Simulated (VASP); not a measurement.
Here is a VASP 6.6.1 calculation.

Contents of POSCAR:

```
BeTe
1.0
    0.0000000000      2.8841001577      2.8841001577
    2.8841001577      0.0000000000      2.8841001577
    2.8841001577      2.8841001577      0.0000000000
Be Te
1 1
Direct
    0.0000000000      0.0000000000      0.0000000000
    0.2500000000      0.2500000000      0.2500000000
```

File INCAR.step1:

```
PREC = Accurate
ENCUT = 520
ISMEAR = 0
SIGMA = 0.01
LREAL = F
LASPH = T
NELM = 80
NBANDS = 11
GGA = PE
ALGO = Normal
EDIFF = 1E-4
LWAVE = T
LCHARG = F
```

The input INCAR.step2:

```
PREC = Accurate
ENCUT = 520
EDIFF = 1E-7
ISMEAR = 0
SIGMA = 0.01
LREAL = F
LASPH = T
NELM = 80
ALGO = Normal
ISIF = 2
LWAVE = F
LCHARG = F
METAGGA = R2SCAN
LMIXTAU = T
NBANDS = 11
ISTART = 1
```

The input KPOINTS:

```
Automatic mesh
0
Gamma
  6 6 6
```

Potentials or basis: VASP PAW PBE potentials, release 64 (Be, Te).

Launch:

```console
$ cat potpaw_PBE.64/Be/POTCAR potpaw_PBE.64/Te/POTCAR > POTCAR
$ cp INCAR.step1 INCAR
$ mpirun -np 1 vasp_std > vasp.out
$ cp INCAR.step2 INCAR
$ mpirun -np 1 vasp_std > vasp.out
```

Problem. Estimate the pressure.

Solution. -2.9 GPa.

Problem. Predict the band gap on the k mesh.

Solution. 2.50 eV, indirect (least direct gap 3.96 eV).

Caveat: the PAW data sets were made with another functional, which shifts forces and pressure a little; spin-orbit coupling is left out, which moves the levels of the heavy elements. A k mesh can miss the band edges.
